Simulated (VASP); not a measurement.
Input of a VASP 6.6.1 run:

The input INCAR:

```
SYSTEM = Ga
PREC = Accurate
ENCUT = 520
EDIFF = 1E-7
ISMEAR = -1
SIGMA = 0.05
LREAL = .False.
LASPH = .True.
NELM = 100
ALGO = Normal
ISIF = 2
LWAVE = .False.
LCHARG = .False.
GGA = PS
NBANDS = 20
```

The input KPOINTS:

```
Automatic mesh
0
Gamma
  10 10 8
  0 0 0
```

Contents of POSCAR:

```
Ga
1.0
    1.3018310886     -3.8360943470      0.0238882703
    1.3018310886      3.8360943470      0.0238882703
   -0.0530372709      0.0000000000      2.9361257393
Ga
2
Direct
    0.1338629866      0.8661370134      0.7500000000
    0.8661370134      0.1338629866      0.2500000000
```

Potentials or basis: VASP PAW PBE potentials, release 64 (Ga_d).

The run is started by

```console
$ cat potpaw_PBE.64/Ga_d/POTCAR > POTCAR
$ mpirun -np 1 vasp_std > vasp.out
```

(1) Predict the band gap on the k mesh.

(2) What does it give for the pressure?

## Answers

(1) zero (band 13 reaches 13.72 eV, above the bottom of band 14 at 2.63 eV).

(2) 20.1 GPa.

Caveat: the PAW data sets were made with another functional, which shifts forces and pressure a little.
